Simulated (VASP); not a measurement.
# AlP (hb.bB) (F-43m) in VASP: single point with PBE

Aim: the single point of AlP (hb.bB) with PBE.

Everything below comes from runs of VASP 6.6.1. Logs are shortened: lines on timing, memory, paths and dates and some standing lists are left out, and cuts for length are marked.

**1. The cell of the first run**

Symmetry: F-43m, No. 216, cubic system. The conventional cell has a = 5.507 Å, b = 5.507 Å, c = 5.507 Å, α = 90.00°, β = 90.00°, γ = 90.00°. Within 3.1 Å of Al (site symmetry -43m) lie 4 P at 2.38 Å. P (site symmetry -43m) has 4 Al at 2.38 Å within 3.1 Å.

**2. Single point, PBE**

INCAR

```
ALGO     = Normal         # electronic algorithm
EDIFF    = 1E-6           # SCF threshold, eV
ENCUT    = 500            # plane-wave cutoff, eV
GGA      = PE             # functional
GGA_COMPAT= False        
ISIF     = 2              # what is computed and relaxed
ISMEAR   = 0              # smearing method
LASPH    = True           # aspherical terms in the spheres
LCHARG   = False          # write CHGCAR
LREAL    = False          # projectors in reciprocal space
LWAVE    = False          # write WAVECAR
NBANDS   = 11             # bands
NELM     = 120            # most SCF steps
PREC     = Accurate       # precision mode
SIGMA    = 0.02           # smearing width, eV
```

KPOINTS

```
k-points
0
Gamma
  8 8 8
```

POSCAR

```
AlP
1.0
    0.0000000000      2.7534771407      2.7534771407
    2.7534771407      0.0000000000      2.7534771407
    2.7534771407      2.7534771407      0.0000000000
Al P
1 1
Direct
    0.0000000000      0.0000000000      0.0000000000
    0.2500000000      0.2500000000      0.2500000000
```

Potentials or basis: VASP PAW PBE potentials, release 64 (Al, P).

On the command line:

```console
$ cat potpaw_PBE.64/Al/POTCAR potpaw_PBE.64/P/POTCAR > POTCAR
$ mpirun -np 1 vasp_std > vasp.out
```

OUTCAR:

```text
EDIFF = 1E-6
   ENCUT = 500
   GGA = PE
   ISIF = 2
   ISMEAR = 0
   LASPH = True
   LREAL = False
   NELM = 120
   PREC = Accurate

 ion  position               nearest neighbor table
   1  0.000  0.000  0.000-   2 2.38   2 2.38   2 2.38   2 2.38
   2  0.250  0.250  0.250-   1 2.38   1 2.38   1 2.38   1 2.38

  LATTYP: Found a face centered cubic cell.
 ALAT       =     5.5069542814

  Lattice vectors:

 A1 = (   0.0000000000,   2.7534771407,   2.7534771407)
 A2 = (   2.7534771407,   0.0000000000,   2.7534771407)
 A3 = (   2.7534771407,   2.7534771407,   0.0000000000)

Analysis of symmetry for initial positions (statically):
=====================================================================
 Subroutine PRICEL returns:
 Original cell was already a primitive cell.

 Routine SETGRP: Setting up the symmetry group for a
 face centered cubic supercell.

 Subroutine GETGRP returns: Found 24 space group operations
 (whereof 24 operations were pure point group operations)
 out of a pool of 48 trial point group operations.

The static configuration has the point symmetry T_d .

Analysis of symmetry for dynamics (positions and initial velocities):
=====================================================================
 Subroutine PRICEL returns:
 Original cell was already a primitive cell.

 Routine SETGRP: Setting up the symmetry group for a
 face centered cubic supercell.

 Subroutine GETGRP returns: Found 24 space group operations
 (whereof 24 operations were pure point group operations)
 out of a pool of 48 trial point group operations.

The dynamic configuration has the point symmetry T_d .

 Subroutine INISYM returns: Found 24 space group operations
 (whereof 24 operations are pure point group operations),
 and found     1 'primitive' translations

----------------------------------------------------------------------------------------

                                     Primitive cell

  volume of cell :      41.7517

  direct lattice vectors                    reciprocal lattice vectors
     0.000000000  2.753477141  2.753477141    -0.181588579  0.181588579  0.181588579
     2.753477141  0.000000000  2.753477141     0.181588579 -0.181588579  0.181588579
     2.753477141  2.753477141  0.000000000     0.181588579  0.181588579 -0.181588579

  length of vectors
     3.894004716  3.894004716  3.894004716     0.314520644  0.314520644  0.314520644

  position of ions in fractional coordinates (direct lattice)
     0.000000000  0.000000000  0.000000000
[... 81 lines left out ...]
   NSW    =      0    number of steps for IOM
   IBRION =     -1    ionic relax: 0-MD 1-quasi-New 2-CG
   NFREE  =      0    steps in history (QN), initial steepest desc. (CG)
   ISIF   =      2    stress and relaxation
   ISYM   =      2    0-nonsym 1-usesym 2-fastsym
   POTIM  = 0.5000    time-step for ionic-motion
   TEBEG  =    0.0;   TEEND  =   0.0 temperature during run
   PSTRESS=    0.0 pullay stress
   NELECT =       8.0000    total number of electrons
   NUPDOWN=      -1.0000    fix difference up-down
   EMIN   =  10.00;   EMAX   =-10.00  energy-range for DOS
   EFERMI =   0.00;   METHOD = LEGACY
   ISMEAR =     0;   SIGMA  =   0.02  broadening in eV -4-tet -1-fermi 0-gaus
   EFERMI_NEDOS =   21; number of points for ismear=-14 and -15
   IALGO  =     38    algorithm
   IMIX   =      4    mixing-type and parameters
     AMIX     =   0.40;   BMIX     =  1.00
     AMIX_MAG =   1.60;   BMIX_MAG =  1.00
  volume/ion in A,a.u.               =      20.88       140.88
  Fermi-wavevector in a.u.,A,eV,Ry     =   0.943800  1.783524 12.119507  0.890759
  Thomas-Fermi vector in A             =   2.071543
   LORBIT       =      0    0 simple, 1 ext, 2 COOP (PROOUT), +10 PAW based schemes
   GGA     = PE    functional components
   LHFCALC =     F    Hartree Fock is set to
   AEXX    =    0.0000 exact exchange contribution
   IVDW    =     0    specifies the selected vdW correction
   LEPSILON=     F    determine dielectric tensor
   LRPA    =     F    only Hartree local field effects (RPA)
 non-spin polarized calculation
 Gauss-broadening in eV      SIGMA  =   0.02
  energy-cutoff  :      500.00
  volume of cell :       41.75
 maximum number of plane-waves:      1068
   NGX = 15   NGY = 15   NGZ = 15

 number of electron       8.0000001 magnetization

 Free energy of the ion-electron system (eV)
  ---------------------------------------------------
  ext. energy  EPLUGINS =         0.00000000
  ---------------------------------------------------
  free energy    TOTEN  =       -10.37677331 eV

  energy without entropy =      -10.37677331  energy(sigma->0) =      -10.37677331

 E-fermi :   4.4642     XC(G=0):  -9.1094

 val. band max:        4.3478850471   @ k =   0.0000   0.0000   0.0000
 cond. band min:       5.9770889370   @ k =   0.5000   0.5000   0.0000
 fundamental gap:      1.6292038899
 Fermi energy:         4.4642094735

 k-point     1 :       0.0000    0.0000    0.0000
  band No.  band energies     occupation
      1      -7.0120      2.00000
      2       4.3479      2.00000
      3       4.3479      2.00000
      4       4.3479      2.00000
      5       7.4348      0.00000
      6       8.8733      0.00000
      7       8.8733      0.00000
      8       8.8733      0.00000
      9      13.1532      0.00000
     10      13.1532      0.00000
     11      14.4610      0.00000
[... 309 lines left out ...]
 k-point    24 :      -0.3750    0.2500    0.1250
  band No.  band energies     occupation
      1      -5.0943      2.00000
      2      -0.7264      2.00000
      3       1.8126      2.00000
      4       2.9045      2.00000
      5       8.2673      0.00000
      6       8.8449      0.00000
      7      11.1539      0.00000
      8      11.9689      0.00000
      9      13.2326      0.00000
     10      15.7035      0.00000
     11      16.9096      0.00000

 [... further k-points ...]
[... 5 lines left out ...]
  --------------------------------------------------------------------------------------
  -------------------------------------------------------------------------------------
  Total       -0.0143185     -0.0143185     -0.0143185      0.0000000      0.0000000      0.0000000
  in kB       -0.5494559     -0.5494559     -0.5494559      0.0000000      0.0000000      0.0000000
  external PRESSURE =      -0.5494559 kB  Pullay stress =       0.0000000 kB

 VOLUME and BASIS-vectors are now :
 -----------------------------------------------------------------------------
  energy-cutoff  :      500.00
  volume of cell :       41.75
      direct lattice vectors                 reciprocal lattice vectors
     0.000000000  2.753477141  2.753477141    -0.181588579  0.181588579  0.181588579
     2.753477141  0.000000000  2.753477141     0.181588579 -0.181588579  0.181588579
     2.753477141  2.753477141  0.000000000     0.181588579  0.181588579 -0.181588579

 POSITION                                       TOTAL-FORCE (eV/Angst)
 -----------------------------------------------------------------------------------
      0.00000      0.00000      0.00000         0.000000      0.000000      0.000000
      1.37674      1.37674      1.37674        -0.000000     -0.000000     -0.000000
 -----------------------------------------------------------------------------------
    total drift:                               -0.000000     -0.000000     -0.000000

  FREE ENERGIE OF THE ION-ELECTRON SYSTEM (eV)
  ---------------------------------------------------
  free  energy   TOTEN  =       -10.3767733079 eV

  energy  without entropy=      -10.3767733079  energy(sigma->0) =      -10.37677331
```

OSZICAR:

```text
N       E                     dE             d eps       ncg     rms          rms(c)
DAV:   1     0.109344788756E+02    0.10934E+02   -0.30170E+03   646   0.536E+02
DAV:   2    -0.976106359165E+01   -0.20696E+02   -0.19375E+02   823   0.853E+01
DAV:   3    -0.107093954014E+02   -0.94833E+00   -0.94651E+00   777   0.175E+01
DAV:   4    -0.107183722121E+02   -0.89768E-02   -0.89759E-02   772   0.216E+00
DAV:   5    -0.107185321652E+02   -0.15995E-03   -0.15995E-03   796   0.271E-01    0.441E+00
DAV:   6    -0.104161795515E+02    0.30235E+00   -0.62416E-01   722   0.291E+00    0.279E+00
DAV:   7    -0.103762125805E+02    0.39967E-01   -0.21121E-01   760   0.186E+00    0.142E+00
DAV:   8    -0.103766898095E+02   -0.47723E-03   -0.15030E-02   741   0.594E-01    0.242E-01
DAV:   9    -0.103766012857E+02    0.88524E-04   -0.74273E-04   757   0.148E-01    0.100E-01
DAV:  10    -0.103767673441E+02   -0.16606E-03   -0.24838E-04   725   0.820E-02    0.128E-02
DAV:  11    -0.103767725057E+02   -0.51616E-05   -0.25562E-05   790   0.229E-02    0.705E-03
DAV:  12    -0.103767733079E+02   -0.80230E-06   -0.15482E-06   744   0.706E-03
   1 F= -.10376773E+02 E0= -.10376773E+02  d E =-.134510E-18
```

It took 27 s on 1 thread of AMD EPYC 7R13, shared host; peak memory 0.12 GiB.

Results:

```
Free energy            : -10.3768 eV
Pressure               : -0.1 GPa
Band gap on the k mesh : 1.63 eV, indirect (least direct gap 3.09 eV)
```
